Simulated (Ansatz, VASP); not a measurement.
# Two plane-wave programs on BN

File POSCAR:

```
BN
1.0
    2.5405605600      0.0000000000      0.0000000000
   -1.2702802800      2.2001899848      0.0000000000
    0.0000000000      0.0000000000      4.2026543224
B N
2 2
Direct
    0.3333333333      0.6666666667     -0.0002373567
    0.6666666667      0.3333333333      0.4997626433
    0.3333333333      0.6666666667      0.3742373567
    0.6666666667      0.3333333333      0.8742373567
```

File INCAR.step1:

```
PREC     = Accurate       # precision mode
ENCUT    = 520            # plane-wave cutoff, eV
EDIFF    = 1E-5           # SCF threshold, eV
ISMEAR   = 0              # smearing method
SIGMA    = 0.01           # smearing width, eV
LREAL    = False          # projectors in reciprocal space
LASPH    = True           # aspherical terms in the spheres
NELM     = 60             # most SCF steps
ALGO     = Normal         # electronic algorithm
ISIF     = 2              # what is computed and relaxed
LWAVE    = True           # write WAVECAR
NBANDS   = 16             # bands
GGA      = PE             # functional
```

File INCAR.step2:

```
PREC     = Accurate       # precision mode
ENCUT    = 520            # plane-wave cutoff, eV
EDIFF    = 1E-6           # SCF threshold, eV
ISMEAR   = 0              # smearing method
SIGMA    = 0.01           # smearing width, eV
LREAL    = False          # projectors in reciprocal space
LASPH    = True           # aspherical terms in the spheres
NELM     = 60             # most SCF steps
ALGO     = Normal         # electronic algorithm
ISIF     = 2              # what is computed and relaxed
LWAVE    = False          # write WAVECAR
LCHARG   = True           # write CHGCAR
GGA      = PE             # functional
LHFCALC  = True           # exact exchange
HFSCREEN = 0.2079         # screening, 1/A
PRECFOCK = Normal       
LELF     = True           # ELF
LVHAR    = True         
NBANDS   = 16             # bands
ISTART   = 1
```

KPOINTS

```
Automatic mesh
0
Gamma
  9 9 4
```

Input for Ansatz:

```yaml
crystal:
  lattice:
    - [2.54056056, 0.0, 0.0]
    - [-1.27028028, 2.2001899848, 0.0]
    - [0.0, 0.0, 4.2026543224]
  atoms:
    - { symbol: B, position: [0.3333333333, 0.6666666667, -0.0002373567] }
    - { symbol: B, position: [0.6666666667, 0.3333333333, 0.4997626433] }
    - { symbol: "N", position: [0.3333333333, 0.6666666667, 0.3742373567] }
    - { symbol: "N", position: [0.6666666667, 0.3333333333, 0.8742373567] }
basis:
  ecutwfc: 420
kpoints:
  mp_grid: { grid: [9, 9, 4] }
  band_path:
    path:
      - [0.0, 0.0, 0.0]
      - [0.0, 0.0, 0.0]
      - [0.5, 0.0, 0.0]
      - [0.5, 0.0, 0.3982923248]
      - [0.3333333333, 0.3333333333, 0.0]
      - [0.0, 0.0, 0.5]
    npoints: 1
hamiltonian:
  xc: hse06
  pseudopotentials: { kind: paw, azcp: { folder: soft_1 } }
scf:
  occupations: { method: fixed }
  n_extra_bands: 6
output:
  eigenvalues: true
```

Alike in both runs: task single point; functional HSE06; k mesh 9 × 9 × 4; no spin polarisation.

|  | VASP | Ansatz |
| --- | --- | --- |
| version | VASP 6.6.1 | Ansatz 0.2.0 |
| potentials or method | VASP PAW PBE potentials, release 64 (B, N), cutoff 520 eV | scalar-relativistic, plane waves, PAW |
| occupations | gaussian, width 0.01 eV | fixed |
| valence electrons in the cell | 16 | 16 |

Ansatz gave:

- gap on the k mesh at the Fermi level (eV): 6.51
- least direct gap on the mesh (eV): 9.97

Which values does VASP return?

gap on the k mesh at the Fermi level (eV): 6.50; least direct gap on the mesh (eV): 9.96.
